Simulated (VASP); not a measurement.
# Si16B (a cell with a defect) in VASP: single point with PBEsol

Aim: the single point of Si16B (a cell with a defect) with PBEsol.

Everything below comes from runs of VASP 6.6.1. Logs are shortened: lines on timing, memory, paths and dates and some standing lists are left out, and cuts for length are marked.

## Step 1: The cell of the first run

The cell holds a defect, 17 atoms: a = 7.679 Å, b = 7.679 Å, c = 7.679 Å, α = 60.00°, β = 60.00°, γ = 60.00°.

## Step 2: Single point, PBEsol, collinear spin

Contents of INCAR:

```
SYSTEM = Si16B
PREC = Accurate
ENCUT = 420
EDIFF = 1E-6
ISMEAR = -1
SIGMA = 0.02
LREAL = .FALSE.
LASPH = .TRUE.
NELM = 200
ALGO = Normal
ISIF = 2
LWAVE = .FALSE.
LCHARG = .FALSE.
ISPIN = 2
MAGMOM = 0 0 0 0 0 0 0 0 0 0 0 0 0 0 0 0 1
LORBIT = 11
GGA = PS
NBANDS = 52
GGA_COMPAT = .FALSE.
```

Contents of KPOINTS:

```
regular mesh
0
G
  2 2 2
  0 0 0
```

Contents of POSCAR:

```
Si16B
1.0
    0.0000000000      5.4300000000      5.4300000000
    5.4300000000      0.0000000000      5.4300000000
    5.4300000000      5.4300000000      0.0000000000
Si B
16 1
Direct
    0.0027818763     -0.0014174406      0.0026530031
    0.1333339361      0.1275417962      0.1175992536
    0.0057139568     -0.0024695378      0.4914287120
    0.1022331749      0.1345540478      0.6299463372
    0.0057522050      0.5025632019     -0.0052838902
    0.1254221813      0.6266089198      0.1254199975
   -0.0043105361      0.5065273523      0.4981881185
    0.1269653175      0.6258462574      0.6202264335
    0.5087889244     -0.0016992630     -0.0033664195
    0.6266252894      0.1340716020      0.1251188245
    0.4852672145      0.0019948687      0.5092784223
    0.6309178502      0.1340376989      0.6154933588
    0.4985612906      0.5077363691     -0.0013185638
    0.6312961903      0.6258978659      0.1213056602
    0.4998621991      0.5072716082      0.4947569422
    0.6229953944      0.6252609321      0.6261487688
    0.7460216351      0.1783381210      0.7921270414
```

Potentials or basis: VASP PAW PBE potentials, release 64 (Si, B).

The run is started by

```
$ cat potpaw_PBE.64/Si/POTCAR potpaw_PBE.64/B/POTCAR > POTCAR
$ mpirun -np 1 vasp_std > vasp.out
```

OUTCAR:

```text
SYSTEM = Si16B
   PREC = Accurate
   ENCUT = 420
   EDIFF = 1E-6
   ISMEAR = -1
   LREAL = .FALSE.
   LASPH = .TRUE.
   NELM = 200
   ISIF = 2
   ISPIN = 2
   LORBIT = 11
   GGA = PS

 ion  position               nearest neighbor table
   1  0.003  0.999  0.003-   6 2.33   4 2.34   2 2.35  10 2.36  17 2.58
   2  0.133  0.128  0.118-   3 2.34   1 2.35   5 2.35   9 2.35
   3  0.006  0.998  0.491-   8 2.33   4 2.34   2 2.34  12 2.35  17 2.66
   4  0.102  0.135  0.630-  17 2.29   7 2.34   3 2.34   1 2.34  11 2.40
   5  0.006  0.503  0.995-  14 2.35   6 2.35   8 2.35   2 2.35
   6  0.125  0.627  0.125-   1 2.33   7 2.34  13 2.34   5 2.35
   7  0.996  0.507  0.498-   4 2.34   8 2.34  16 2.34   6 2.34
   8  0.127  0.626  0.620-   3 2.33   7 2.34  15 2.34   5 2.35
   9  0.509  0.998  0.997-  17 2.28  14 2.34   2 2.35  12 2.39  10 2.40
  10  0.627  0.134  0.125-  17 2.14  13 2.34   1 2.36   9 2.40  11 2.41
  11  0.485  0.002  0.509-  16 2.36   4 2.40  10 2.41  12 2.41
  12  0.631  0.134  0.615-  17 2.17  15 2.34   3 2.35   9 2.39  11 2.41
  13  0.499  0.508  0.999-  16 2.34   6 2.34  14 2.34  10 2.34
  14  0.631  0.626  0.121-   9 2.34  15 2.34  13 2.34   5 2.35
  15  0.500  0.507  0.495-  16 2.34   8 2.34  12 2.34  14 2.34
  16  0.623  0.625  0.626-  15 2.34  13 2.34   7 2.34  11 2.36
  17  0.746  0.178  0.792-  10 2.14  12 2.17   9 2.28   4 2.29   1 2.58   3 2.66

  LATTYP: Found a face centered cubic cell.
 ALAT       =    10.8600000000

  Lattice vectors:

 A1 = (   0.0000000000,   5.4300000000,   5.4300000000)
 A2 = (   5.4300000000,   0.0000000000,   5.4300000000)
 A3 = (   5.4300000000,   5.4300000000,   0.0000000000)

Analysis of symmetry for initial positions (statically):
=====================================================================
 Subroutine PRICEL returns:
 Original cell was already a primitive cell.

 Routine SETGRP: Setting up the symmetry group for a
 face centered cubic supercell.

 Subroutine GETGRP returns: Found  1 space group operations
 (whereof  1 operations were pure point group operations)
 out of a pool of 48 trial point group operations.

The static configuration has the point symmetry C_1 .

Analysis of symmetry for dynamics (positions and initial velocities):
=====================================================================
 Subroutine PRICEL returns:
 Original cell was already a primitive cell.

 Routine SETGRP: Setting up the symmetry group for a
 face centered cubic supercell.

 Subroutine GETGRP returns: Found  1 space group operations
 (whereof  1 operations were pure point group operations)
 out of a pool of 48 trial point group operations.

The dynamic configuration has the point symmetry C_1 .

Analysis of structural, dynamic, and magnetic symmetry:
=====================================================================
 Subroutine PRICEL returns:
 Original cell was already a primitive cell.

 Routine SETGRP: Setting up the symmetry group for a
 face centered cubic supercell.

 Subroutine GETGRP returns: Found  1 space group operations
 (whereof  1 operations were pure point group operations)
 out of a pool of 48 trial point group operations.

The overall configuration has the point symmetry C_1 .

 Subroutine INISYM returns: Found  1 space group operations
 (whereof  1 operations are pure point group operations),
 and found     1 'primitive' translations

----------------------------------------------------------------------------------------

                                     Primitive cell

  volume of cell :     320.2060

  direct lattice vectors                    reciprocal lattice vectors
     0.000000000  5.430000000  5.430000000    -0.092081031  0.092081031  0.092081031
     5.430000000  0.000000000  5.430000000     0.092081031 -0.092081031  0.092081031
     5.430000000  5.430000000  0.000000000     0.092081031  0.092081031 -0.092081031

  length of vectors
     7.679179644  7.679179644  7.679179644     0.159489025  0.159489025  0.159489025

  position of ions in fractional coordinates (direct lattice)
     0.002781876  0.998582559  0.002653003
     0.133333936  0.127541796  0.117599254
     0.005713957  0.997530462  0.491428712
     0.102233175  0.134554048  0.629946337
     0.005752205  0.502563202  0.994716110
     0.125422181  0.626608920  0.125419998
[... 9 lines left out ...]
     0.622995394  0.625260932  0.626148769
     0.746021635  0.178338121  0.792127041

  ion indices of the primitive-cell ions
   primitive index   ion index
                 1           1
[... 61 lines left out ...]
 SYSTEM =  Si16B
   PREC   = accura    normal or accurate (medium, high low for compatibility)
   ISTART =      0    job   : 0-new  1-cont  2-samecut
   ICHARG =      2    charge: 1-file 2-atom 10-const
   ISPIN  =      2    spin polarized calculation?
   LNONCOLLINEAR =      F non collinear calculations
   LSORBIT =      F    spin-orbit coupling
   LASPH  =      T    aspherical Exc in radial PAW
   ENCUT  =  420.0 eV  30.87 Ry    5.56 a.u.  12.83 12.83 12.83*2*pi/ulx,y,z
   NELM   =    200;   NELMIN=  2; NELMDL= -5     # of ELM steps
   EDIFF  = 0.1E-05   stopping-criterion for ELM
   LREAL  =      F    real-space projection
   EDIFFG = 0.1E-04   stopping-criterion for IOM
   NSW    =      0    number of steps for IOM
   IBRION =     -1    ionic relax: 0-MD 1-quasi-New 2-CG
   NFREE  =      0    steps in history (QN), initial steepest desc. (CG)
   ISIF   =      2    stress and relaxation
   ISYM   =      2    0-nonsym 1-usesym 2-fastsym
   POTIM  = 0.5000    time-step for ionic-motion
   TEBEG  =    0.0;   TEEND  =   0.0 temperature during run
   PSTRESS=    0.0 pullay stress
   NELECT =      67.0000    total number of electrons
   NUPDOWN=      -1.0000    fix difference up-down
   EMIN   =  10.00;   EMAX   =-10.00  energy-range for DOS
   EFERMI =   0.00;   METHOD = LEGACY
   ISMEAR =    -1;   SIGMA  =   0.02  broadening in eV -4-tet -1-fermi 0-gaus
   EFERMI_NEDOS =   21; number of points for ismear=-14 and -15
   IALGO  =     38    algorithm
   IMIX   =      4    mixing-type and parameters
     AMIX     =   0.40;   BMIX     =  1.00
     AMIX_MAG =   1.60;   BMIX_MAG =  1.00
  volume/ion in A,a.u.               =      18.84       127.11
  Fermi-wavevector in a.u.,A,eV,Ry     =   0.971904  1.836632 12.852022  0.944597
  Thomas-Fermi vector in A             =   2.102159
   LORBIT       =     11    0 simple, 1 ext, 2 COOP (PROOUT), +10 PAW based schemes
   GGA     = PS    functional components
   LHFCALC =     F    Hartree Fock is set to
   AEXX    =    0.0000 exact exchange contribution
   IVDW    =     0    specifies the selected vdW correction
   LEPSILON=     F    determine dielectric tensor
   LRPA    =     F    only Hartree local field effects (RPA)
 spin polarized calculation
  energy-cutoff  :      420.00
  volume of cell :      320.21
 maximum number of plane-waves:      6314
 NGX is ok and might be reduce to    54
   NGX = 25   NGY = 25   NGZ = 25

 number of electron      67.0000000 magnetization      -0.0001829

 number of electron      67.0000000 magnetization       0.0000530

 Free energy of the ion-electron system (eV)
  ---------------------------------------------------
  ext. energy  EPLUGINS =         0.00000000
  ---------------------------------------------------
  free energy    TOTEN  =       -94.35246115 eV

  energy without entropy =      -94.35186046  energy(sigma->0) =      -94.35216081

 E-fermi :   6.3359     XC(G=0):  -9.7079

 val. band max:        6.2435081972   @ k =   0.5000   0.0000   0.0000
 cond. band min:       6.4399374454   @ k =   0.0000   0.5000   0.5000
 fundamental gap:      0.1964292482
 Fermi energy:         6.3359282546

 spin component 1

 k-point     1 :       0.0000    0.0000    0.0000
  band No.  band energies     occupation
      1      -6.3986      1.00000
      2      -4.2191      1.00000
      3      -3.9560      1.00000
      4      -3.8745      1.00000
      5      -3.6651      1.00000
      6      -2.5678      1.00000
[... 373 lines left out ...]
     44       9.7322      0.00000
     45      10.1349      0.00000
 Fermi energy:         6.3359282546

 spin component 2

 k-point     1 :       0.0000    0.0000    0.0000
  band No.  band energies     occupation
      1      -6.3986      1.00000
      2      -4.2192      1.00000
      3      -3.9560      1.00000
      4      -3.8745      1.00000
      5      -3.6651      1.00000
      6      -2.5678      1.00000
[... 373 lines left out ...]
     44       9.7322      0.00000
     45      10.1350      0.00000
 [bands above 45 left out]

------------------------ aborting loop because EDIFF is reached ----------------------------------------

  FORCE on cell =-STRESS in cart. coord.  units (eV):
  Direction    XX          YY          ZZ          XY          YZ          ZX
  --------------------------------------------------------------------------------------
  -------------------------------------------------------------------------------------
  Total        2.6053404      2.5460989      2.7592495     -0.6554825     -0.9017699      0.7512311
  in kB       13.0360367     12.7396169     13.8061337     -3.2797611     -4.5120804      3.7588469
  external PRESSURE =      13.1939291 kB  Pullay stress =       0.0000000 kB

 VOLUME and BASIS-vectors are now :
 -----------------------------------------------------------------------------
  energy-cutoff  :      420.00
  volume of cell :      320.21
      direct lattice vectors                 reciprocal lattice vectors
     0.000000000  5.430000000  5.430000000    -0.092081031  0.092081031  0.092081031
     5.430000000  0.000000000  5.430000000     0.092081031 -0.092081031  0.092081031
     5.430000000  5.430000000  0.000000000     0.092081031  0.092081031 -0.092081031

 POSITION                                       TOTAL-FORCE (eV/Angst)
 -----------------------------------------------------------------------------------
      5.43671      0.02951      5.43741         0.000648     -0.002320      0.000845
      1.33112      1.36257      1.41656         0.001788     -0.002508      0.000231
      8.08505      2.69948      5.44762        -0.002336     -0.000160      0.000321
      4.15124      3.97573      1.28575         0.002329      0.000690      0.002554
      8.13023      5.43254      2.76015        -0.001166      0.001936      0.002196
      4.08352      1.36207      4.08353        -0.003570      0.001446     -0.005423
[... 9 lines left out ...]
      6.79515      6.78285      6.77803         0.000457     -0.000924      0.007273
      5.26963      8.35215      5.01927        -0.004123      0.001093      0.013951
 -----------------------------------------------------------------------------------
    total drift:                               -0.000022      0.000031      0.000041

  FREE ENERGIE OF THE ION-ELECTRON SYSTEM (eV)
  ---------------------------------------------------
  free  energy   TOTEN  =       -94.3524611527 eV

  energy  without entropy=      -94.3518604637  energy(sigma->0) =      -94.35216081

 total charge

# of ion       s       p       d       tot
------------------------------------------
    1        0.758   0.922   0.000   1.680
    2        0.756   0.935   0.000   1.691
    3        0.759   0.927   0.000   1.685
    4        0.739   0.940   0.000   1.679
    5        0.740   0.957   0.000   1.697
    6        0.740   0.958   0.000   1.698
[... 9 lines left out ...]
   16        0.745   0.946   0.000   1.691
   17        0.792   0.838   0.000   1.630
--------------------------------------------------
tot         12.782  15.842   0.000  28.624

 magnetization (x)

# of ion       s       p       d       tot
------------------------------------------
    1       -0.000  -0.000   0.000  -0.000
    2        0.000   0.000   0.000   0.000
    3       -0.000  -0.000   0.000  -0.000
    4       -0.000  -0.000   0.000  -0.000
    5        0.000   0.000   0.000   0.000
    6        0.000   0.000   0.000   0.000
[... 9 lines left out ...]
   16       -0.000  -0.000   0.000  -0.000
   17       -0.000  -0.000   0.000  -0.000
--------------------------------------------------
tot         -0.000  -0.000   0.000  -0.000
```

Wall time 7.8 min (1 thread of Intel Xeon Platinum 8259CL at 2.50GHz (Skylake/Cascade Lake), shared host); peak memory 0.56 GiB.

Results:

```yaml
Free_energy: -94.3525 eV
Pressure: 1.3 GPa
Largest_force: 0.019 eV/Å
Net_moment: 0.00 μB per cell
Valence_electrons_inside_the_program's_atomic_spheres: Si 1.68, 1.69, 1.70, 1.67 (each value once); B 1.63
```

Forces on the atoms (eV/Å):
```
Si   0.001 -0.002  0.001
Si   0.002 -0.003  0.000
Si  -0.002  0.000  0.000
Si   0.002  0.001  0.003
Si  -0.001  0.002  0.002
Si  -0.004  0.001 -0.005
Si   0.000  0.000  0.001
Si  -0.002  0.004 -0.006
Si   0.004 -0.005 -0.001
Si   0.010  0.015 -0.007
Si   0.001 -0.001 -0.001
Si  -0.008 -0.007 -0.006
Si   0.004 -0.001 -0.001
Si  -0.004  0.003 -0.001
Si   0.000 -0.006 -0.001
Si   0.000 -0.001  0.007
B   -0.004  0.001  0.014
```

Caveat: the k points lie up to 0.50 Å⁻¹ apart; the PAW data sets were made with another functional, which shifts forces and pressure a little.
